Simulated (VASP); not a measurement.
# ZrSi2 in VASP: a series of runs

The runs below take ZrSi2 through single point, with PBE.

Everything below comes from runs of VASP 6.6.1. Logs are shortened: lines on timing, memory, paths and dates and some standing lists are left out, and cuts for length are marked.

### Step 1. The cell of the first run

Symmetry: Cmcm, No. 63, orthorhombic system. The conventional cell has a = 3.868 Å, b = 13.983 Å, c = 3.868 Å, α = 90.00°, β = 90.00°, γ = 90.00°. Within 3.7 Å of Zr (site symmetry m2m) lie 10 Si at 2.80 to 2.94 Å and 2 Zr at 3.52 Å. Within 3.2 Å of Si (site symmetry m2m) lie 2 Si at 2.44 Å and 6 Zr at 2.83 to 2.94 Å. Within 3.6 Å of Si (site symmetry m2m) lie 8 Si at 2.74 to 3.37 Å and 4 Zr at 2.80 Å.

### Step 2. Single point, PBE

File INCAR:

```
ALGO = Normal
EDIFF = 1E-6
ENCUT = 520
GGA = PE
ISIF = 2
ISMEAR = 0
ISYM = 0
LASPH = True
LCHARG = False
LREAL = False
LWAVE = False
NBANDS = 29
NELM = 60
PREC = Accurate
SIGMA = 0.1
```

File KPOINTS:

```
k-points
0
Gamma
  9 9 5
```

File POSCAR:

```
ZrSi2
1.0
    3.8679403904      0.0000000000      0.0000000000
    0.0000000000      3.8679403904      0.0000000000
    0.0000000000     -1.9339701952      6.9916741458
Zr Si
2 4
Direct
    0.2500000000      0.1053392139      0.2106784279
    0.7500000000      0.8946607861      0.7893215721
    0.7500000000      0.5530887125      0.1061774250
    0.2500000000      0.4469112875      0.8938225750
    0.2500000000      0.7497111857      0.4994223714
    0.7500000000      0.2502888143      0.5005776286
```

Potentials or basis: VASP PAW PBE potentials, release 64 (Zr_sv, Si).

Run with:

```console
$ cat potpaw_PBE.64/Zr_sv/POTCAR potpaw_PBE.64/Si/POTCAR > POTCAR
$ mpirun -np 1 vasp_std > vasp.out
```

OUTCAR:

```text
EDIFF = 1E-6
   ENCUT = 520
   GGA = PE
   ISIF = 2
   ISMEAR = 0
   ISYM = 0
   LASPH = True
   LREAL = False
   NELM = 60
   PREC = Accurate

 ion  position               nearest neighbor table
   1  0.250  0.105  0.211-   5 2.80   5 2.80   6 2.80   6 2.80   3 2.83   3 2.83   3 2.83   3 2.83
                             4 2.94   4 2.94   2 3.52   2 3.52
   2  0.750  0.895  0.789-   6 2.80   6 2.80   5 2.80   5 2.80   4 2.83   4 2.83   4 2.83   4 2.83
                             3 2.94   3 2.94   1 3.52   1 3.52
   3  0.750  0.553  0.106-   4 2.44   4 2.44   1 2.83   1 2.83   1 2.83   1 2.83   2 2.94   2 2.94

   4  0.250  0.447  0.894-   3 2.44   3 2.44   2 2.83   2 2.83   2 2.83   2 2.83   1 2.94   1 2.94

   5  0.250  0.750  0.499-   6 2.74   6 2.74   6 2.74   6 2.74   1 2.80   1 2.80   2 2.80   2 2.80

   6  0.750  0.250  0.501-   5 2.74   5 2.74   5 2.74   5 2.74   2 2.80   2 2.80   1 2.80   1 2.80

IMPORTANT INFORMATION: All symmetrisations will be switched off!
NOSYMM: (Re-)initialisation of all symmetry stuff for point group C_1.

----------------------------------------------------------------------------------------

                                     Primitive cell

  volume of cell :     104.6022

  direct lattice vectors                    reciprocal lattice vectors
     3.867940390  0.000000000  0.000000000     0.258535525  0.000000000  0.000000000
     0.000000000  3.867940390  0.000000000     0.000000000  0.258535525  0.071513630
     0.000000000 -1.933970195  6.991674146     0.000000000  0.000000000  0.143027261

  length of vectors
     3.867940390  3.867940390  7.254222776     0.258535525  0.268243951  0.143027261

  position of ions in fractional coordinates (direct lattice)
     0.250000000  0.105339214  0.210678428
     0.750000000  0.894660786  0.789321572
     0.750000000  0.553088712  0.106177425
     0.250000000  0.446911288  0.893822575
     0.250000000  0.749711186  0.499422371
     0.750000000  0.250288814  0.500577629

  ion indices of the primitive-cell ions
   primitive index   ion index
                 1           1
                 2           2
                 3           3
                 4           4
                 5           5
                 6           6

----------------------------------------------------------------------------------------

 KPOINTS: k-points

Automatic generation of k-mesh.
 Grid dimensions read from file:
 generate k-points for:    9    9    5

 Generating k-lattice:

  Cartesian coordinates                     Fractional coordinates (reciprocal lattice)
     0.028726169  0.000000000  0.000000000     0.111111111  0.000000000  0.000000000
     0.000000000  0.028726169  0.007945959     0.000000000  0.111111111 -0.000000000
     0.000000000  0.000000000  0.028605452     0.000000000  0.000000000  0.200000000

  Length of vectors
     0.028726169  0.029804883  0.028605452

  Shift w.r.t. Gamma in fractional coordinates (k-lattice)
     0.000000000  0.000000000  0.000000000

 -----------------------------------------------------------------------------
|                                                                             |
|           W    W    AA    RRRRR   N    N  II  N    N   GGGG   !!!           |
|           W    W   A  A   R    R  NN   N  II  NN   N  G    G  !!!           |
|           W    W  A    A  R    R  N N  N  II  N N  N  G       !!!           |
|           W WW W  AAAAAA  RRRRR   N  N N  II  N  N N  G  GGG   !            |
|           WW  WW  A    A  R   R   N   NN  II  N   NN  G    G                |
|           W    W  A    A  R    R  N    N  II  N    N   GGGG   !!!           |
|                                                                             |
|     Your reciprocal lattice and k-lattice belong to different lattice       |
|     classes:                                                                |
|                                                                             |
|        The reciprocal lattice is base centered orthorhombic,                |
|        whereas your k-lattice is simple monoclinic.                         |
|                                                                             |
|     Results are often still useful ...                                      |
|                                                                             |
 -----------------------------------------------------------------------------

 WARNING: IBZKPT: internal override: KBLOWUP is changed to .FALSE.
      ... skipping the blow-up phase ...

 Subroutine IBZKPT returns following result:
 ===========================================

 Found    203 irreducible k-points:

 Following reciprocal coordinates:
            Coordinates               Weight
  0.000000  0.000000  0.000000      1.000000
  0.111111  0.000000  0.000000      2.000000
  0.222222  0.000000  0.000000      2.000000
  0.333333  0.000000  0.000000      2.000000
  0.444444  0.000000  0.000000      2.000000
  0.000000  0.111111 -0.000000      2.000000
[... 16 lines left out ...]
 -0.111111  0.222222  0.000000      2.000000
  0.000000  0.333333 -0.000000      2.000000
 [... further k-points ...]
   k-points           NKPTS =    203   k-points in BZ     NKDIM =    203   number of bands    NBANDS=     29
   number of dos      NEDOS =    301   number of ions     NIONS =      6
   total plane-waves  NPLWV =  48600
   dimension x,y,z NGX =    30 NGY =   30 NGZ =   54
   dimension x,y,z NGXF=    60 NGYF=   60 NGZF=  108
   ions per type =               2   4
   NGX,Y,Z   is equivalent  to a cutoff of  12.89, 12.89, 12.38 a.u.
   NGXF,Y,Z  is equivalent  to a cutoff of  25.79, 25.79, 24.75 a.u.
 SYSTEM =  unknown system
   PREC   = accura    normal or accurate (medium, high low for compatibility)
   ISTART =      0    job   : 0-new  1-cont  2-samecut
   ICHARG =      2    charge: 1-file 2-atom 10-const
   ISPIN  =      1    spin polarized calculation?
   LNONCOLLINEAR =      F non collinear calculations
   LSORBIT =      F    spin-orbit coupling
   LASPH  =      T    aspherical Exc in radial PAW
   ENCUT  =  520.0 eV  38.22 Ry    6.18 a.u.   7.19  7.19 13.49*2*pi/ulx,y,z
   NELM   =     60;   NELMIN=  2; NELMDL= -5     # of ELM steps
   EDIFF  = 0.1E-05   stopping-criterion for ELM
   LREAL  =      F    real-space projection
   EDIFFG = 0.1E-04   stopping-criterion for IOM
   NSW    =      0    number of steps for IOM
   IBRION =     -1    ionic relax: 0-MD 1-quasi-New 2-CG
   NFREE  =      0    steps in history (QN), initial steepest desc. (CG)
   ISIF   =      2    stress and relaxation
   ISYM   =      0    0-nonsym 1-usesym 2-fastsym
   POTIM  = 0.5000    time-step for ionic-motion
   TEBEG  =    0.0;   TEEND  =   0.0 temperature during run
   PSTRESS=    0.0 pullay stress
   NELECT =      40.0000    total number of electrons
   NUPDOWN=      -1.0000    fix difference up-down
   EMIN   =  10.00;   EMAX   =-10.00  energy-range for DOS
   EFERMI =   0.00;   METHOD = LEGACY
   ISMEAR =     0;   SIGMA  =   0.10  broadening in eV -4-tet -1-fermi 0-gaus
   EFERMI_NEDOS =   21; number of points for ismear=-14 and -15
   IALGO  =     38    algorithm
   IMIX   =      4    mixing-type and parameters
     AMIX     =   0.40;   BMIX     =  1.00
     AMIX_MAG =   1.60;   BMIX_MAG =  1.00
  volume/ion in A,a.u.               =      17.43       117.65
  Fermi-wavevector in a.u.,A,eV,Ry     =   1.188269  2.245502 19.211182  1.411982
  Thomas-Fermi vector in A             =   2.324402
   LORBIT       =      0    0 simple, 1 ext, 2 COOP (PROOUT), +10 PAW based schemes
   GGA     = PE    functional components
   LHFCALC =     F    Hartree Fock is set to
   AEXX    =    0.0000 exact exchange contribution
   IVDW    =     0    specifies the selected vdW correction
   LEPSILON=     F    determine dielectric tensor
   LRPA    =     F    only Hartree local field effects (RPA)
 non-spin polarized calculation
 Gauss-broadening in eV      SIGMA  =   0.10
  energy-cutoff  :      520.00
  volume of cell :      104.60
 maximum number of plane-waves:      2834
 NGX is ok and might be reduce to    30
   NGX = 15   NGY = 15   NGZ = 27

 number of electron      39.9999999 magnetization

 Free energy of the ion-electron system (eV)
  ---------------------------------------------------
  ext. energy  EPLUGINS =         0.00000000
  ---------------------------------------------------
  free energy    TOTEN  =       -42.29442970 eV

  energy without entropy =      -42.28591625  energy(sigma->0) =      -42.29017297

 E-fermi :   9.4479     XC(G=0): -11.0978

 val. band max:        9.4471664524   @ k =   0.0000   0.2222   0.4000
 cond. band min:       9.4484905810   @ k =  -0.1111   0.0000   0.4000
 fundamental gap:      0.0013241286
 Fermi energy:         9.4479234844

 k-point     1 :       0.0000    0.0000    0.0000
  band No.  band energies     occupation
      1     -39.3453      2.00000
      2     -39.3292      2.00000
      3     -17.5242      2.00000
      4     -17.4450      2.00000
      5     -17.4275      2.00000
      6     -17.4180      2.00000
[... 21 lines left out ...]
     28      12.0638      0.00000
     29      13.2032      0.00000

 k-point     2 :       0.1111    0.0000    0.0000
  band No.  band energies     occupation
      1     -39.3442      2.00000
      2     -39.3291      2.00000
      3     -17.5201      2.00000
      4     -17.4430      2.00000
      5     -17.4427      2.00000
      6     -17.4176      2.00000
[... 21 lines left out ...]
     28      12.6059      0.00000
     29      13.3128      0.00000

 k-point     3 :       0.2222    0.0000    0.0000
  band No.  band energies     occupation
      1     -39.3414      2.00000
      2     -39.3291      2.00000
      3     -17.5129      2.00000
      4     -17.4774      2.00000
      5     -17.4376      2.00000
      6     -17.4169      2.00000
[... 638 lines left out ...]
      5     -17.4614      2.00000
      6     -17.4375      2.00000
[... 21 lines left out ...]
     28      13.1585      0.00000
     29      13.3937      0.00000

 k-point    24 :       0.0000    0.3333   -0.0000
  band No.  band energies     occupation
      1     -39.3413      2.00000
      2     -39.3257      2.00000
      3     -17.5380      2.00000
      4     -17.5043      2.00000
      5     -17.4955      2.00000
      6     -17.4181      2.00000
[... 21 lines left out ...]
     28      12.6983      0.00000
     29      14.0500      0.00000

 [... further k-points ...]

------------------------ aborting loop because EDIFF is reached ----------------------------------------

  FORCE on cell =-STRESS in cart. coord.  units (eV):
  Direction    XX          YY          ZZ          XY          YZ          ZX
  --------------------------------------------------------------------------------------
  -------------------------------------------------------------------------------------
  Total       -6.7968678     -5.9761842      3.6930271     -0.0000003     -0.0019290      0.0000003
  in kB     -104.1067004    -91.5364003     56.5655937     -0.0000050     -0.0295457      0.0000047
  external PRESSURE =     -46.3591690 kB  Pullay stress =       0.0000000 kB

 VOLUME and BASIS-vectors are now :
 -----------------------------------------------------------------------------
  energy-cutoff  :      520.00
  volume of cell :      104.60
      direct lattice vectors                 reciprocal lattice vectors
     3.867940390  0.000000000  0.000000000     0.258535525  0.000000000  0.000000000
     0.000000000  3.867940390  0.000000000     0.000000000  0.258535525  0.071513630
     0.000000000 -1.933970195  6.991674146     0.000000000  0.000000000  0.143027261

 POSITION                                       TOTAL-FORCE (eV/Angst)
 -----------------------------------------------------------------------------------
      0.96699     -0.00000      1.47299        -0.000001      0.006564     -0.630723
      2.90096      1.93397      5.51868         0.000000     -0.006564      0.630726
      2.90096      1.93397      0.74236         0.000000     -0.002409      0.374715
      0.96699      0.00000      6.24932        -0.000000      0.002410     -0.374713
      0.96699      1.93397      3.49180         0.000000     -0.007357      0.057480
      2.90096      0.00000      3.49988        -0.000000      0.007358     -0.057485
 -----------------------------------------------------------------------------------
    total drift:                               -0.000001     -0.000001      0.000002

  FREE ENERGIE OF THE ION-ELECTRON SYSTEM (eV)
  ---------------------------------------------------
  free  energy   TOTEN  =       -42.2944296991 eV

  energy  without entropy=      -42.2859162496  energy(sigma->0) =      -42.29017297
```

Wall time 5.8 min (1 thread of Intel Xeon 6975P-C (Granite Rapids), shared host); peak memory 0.56 GiB.

What came out:

| Quantity | Value |
| --- | --- |
| Free energy | -42.2944 eV |
| Pressure | -4.6 GPa |
| Largest force | 0.631 eV/Å |
| Band gap on the k mesh | zero (bands 20 and 21 overlap by 0.63 eV) |

Forces on the atoms (eV/Å):
```
Zr   0.000  0.007 -0.631
Zr   0.000 -0.007  0.631
Si   0.000 -0.002  0.375
Si   0.000  0.002 -0.375
Si   0.000 -0.007  0.057
Si   0.000  0.007 -0.057
```

Stress tensor (GPa, compression positive):
```
-10.41   0.00   0.00
  0.00  -9.15   0.00
  0.00   0.00   5.66
```

Caveat: the cell stands under tension.

### Step 3. Single point, PBE

This run uses another cell than the first one, of 17.79 Å³/atom.

File INCAR:

```
PREC = Accurate ; ENCUT = 520
EDIFF = 1E-7 ; ISMEAR = 0
SIGMA = 0.1 ; LREAL = False
LASPH = True ; NELM = 60
ALGO = Normal ; ISIF = 2
LWAVE = False ; LCHARG = False
GGA = PE ; NBANDS = 29
ISYM = 0
```

File KPOINTS:

```
Automatic mesh
0
Gamma
  9 9 5
```

File POSCAR:

```
ZrSi2
1.0
    3.8679403904      0.0000000000      0.0000000000
    0.0000000000      3.8679403637      0.0004546697
    0.0000000000     -1.9331483227      7.1327544692
Zr Si
2 4
Direct
    0.2500000000      0.1033852022      0.2068005124
    0.7500000000      0.8966147978      0.7931994876
    0.7500000000      0.5552341336      0.1105340138
    0.2500000000      0.4447658664      0.8894659862
    0.2500000000      0.7497604636      0.5000178387
    0.7500000000      0.2502395364      0.4999821613
```

Potentials or basis: VASP PAW PBE potentials, release 64 (Zr_sv, Si).

Run with:

```console
$ cat potpaw_PBE.64/Zr_sv/POTCAR potpaw_PBE.64/Si/POTCAR > POTCAR
$ mpirun -np 1 vasp_std > vasp.out
```

OUTCAR:

```text
PREC = Accurate
   ENCUT = 520
   EDIFF = 1E-7
   ISMEAR = 0
   LREAL = False
   LASPH = True
   NELM = 60
   ISIF = 2
   GGA = PE
   ISYM = 0

 ion  position               nearest neighbor table
   1  0.250  0.103  0.207-   3 2.82   3 2.82   3 2.82   3 2.82   5 2.85   6 2.85   6 2.85   5 2.85
                             4 2.98   4 2.98   2 3.53   2 3.53
   2  0.750  0.897  0.793-   4 2.82   4 2.82   4 2.82   4 2.82   6 2.85   5 2.85   5 2.85   6 2.85
                             3 2.98   3 2.98   1 3.53   1 3.53
   3  0.750  0.555  0.111-   4 2.50   4 2.50   1 2.82   1 2.82   1 2.82   1 2.82   2 2.98   2 2.98

[... 942 lines left out ...]
  -------------------------------------------------------------------------------------
  Total       -7.9159605     -6.7121482      0.0082631     -0.0000001     -0.0001154      0.0000004
  in kB     -118.8457210   -100.7723694      0.1240568     -0.0000011     -0.0017333      0.0000059
  external PRESSURE =     -73.1646779 kB  Pullay stress =       0.0000000 kB

 VOLUME and BASIS-vectors are now :
 -----------------------------------------------------------------------------
  energy-cutoff  :      520.00
  volume of cell :      106.72
      direct lattice vectors                 reciprocal lattice vectors
     3.867940390  0.000000000  0.000000000     0.258535525  0.000000000  0.000000000
     0.000000000  3.867940364  0.000454670     0.000000000  0.258527291  0.070067125
     0.000000000 -1.933148323  7.132754469     0.000000000 -0.000016480  0.140193827

 POSITION                                       TOTAL-FORCE (eV/Angst)
 -----------------------------------------------------------------------------------
      0.96699      0.00011      1.47510         0.000000     -0.000281     -0.004156
      2.90096      1.93468      5.65810        -0.000000      0.000282      0.004135
      2.90096      1.93393      0.78866         0.000000      0.000153     -0.007452
      0.96699      0.00086      6.34454         0.000000     -0.000153      0.007460
      0.96699      1.93342      3.56685        -0.000000      0.000338     -0.000241
      2.90096      0.00137      3.56636         0.000000     -0.000338      0.000255
 -----------------------------------------------------------------------------------
    total drift:                                0.000000      0.000000     -0.000024

  FREE ENERGIE OF THE ION-ELECTRON SYSTEM (eV)
  ---------------------------------------------------
  free  energy   TOTEN  =       -42.3598054044 eV

  energy  without entropy=      -42.3503360546  energy(sigma->0) =      -42.35507073
```

stdout:

```text
POSCAR found type information on POSCAR ZrSi
 POSCAR found :  2 types and       6 ions
 scaLAPACK will be used
 LDA part: xc-table for (Slater+PW92), standard interpolation
 POSCAR, INCAR and KPOINTS ok, starting setup
 FFT: planning ... GRIDC
 FFT: planning ... GRID_SOFT
 FFT: planning ... GRID
 WAVECAR not read
 entering main loop
```

Run time: 6.2 min. Hardware: 1 thread of Intel Xeon 6975P-C (Granite Rapids), shared host; peak memory 0.58 GiB.

What came out:

```
Free energy            : -42.3598 eV
Pressure               : -7.3 GPa
Largest force          : 0.007 eV/Å
Band gap on the k mesh : zero (bands 20 and 21 overlap by 0.60 eV)
```

Forces on the atoms (eV/Å):
```
Zr   0.000  0.000 -0.004
Zr   0.000  0.000  0.004
Si   0.000  0.000 -0.007
Si   0.000  0.000  0.007
Si   0.000  0.000  0.000
Si   0.000  0.000  0.000
```

Caveat: the cell stands under tension.
